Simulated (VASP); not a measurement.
Crystal: CeTi.

```
CELL_PARAMETERS angstrom
3.62871 0.00000 0.00000
0.00000 3.62871 0.00000
0.00000 0.00000 3.62871
ATOMIC_POSITIONS crystal
Ce 0.00000 0.00000 0.00000
Ti 0.50000 0.50000 0.50000
```

Base run:

| Property | Result |
| --- | --- |
| Program | VASP 6.6.1 |
| Functional | revPBE |
| Potentials or basis | VASP PAW PBE potentials, release 64 (Ce, Ti_sv) |
| Cutoff | 500 eV |
| k mesh | 5 × 5 × 5 |
| Occupations | fermi-dirac, width 0.1 eV |
| Spin | no spin polarisation |

Its results: band gap on the k mesh zero (bands 12 and 13 overlap by 0.48 eV); pressure -0.4 GPa.

The run is repeated on the same cell with these changes: functional from revPBE to PBE. What comes out?

Band gap on the k mesh zero (bands 12 and 13 overlap by 0.48 eV); pressure -1.9 GPa.

PBE binds more tightly than revPBE, so the same cell stands under less pressure.

Caveats: spin-orbit coupling is left out, which moves the levels of the heavy elements; semilocal functionals describe open f shells poorly, which spoils levels, moments and volumes; the PAW data sets were made with another functional, which shifts forces and pressure a little (at least some runs).
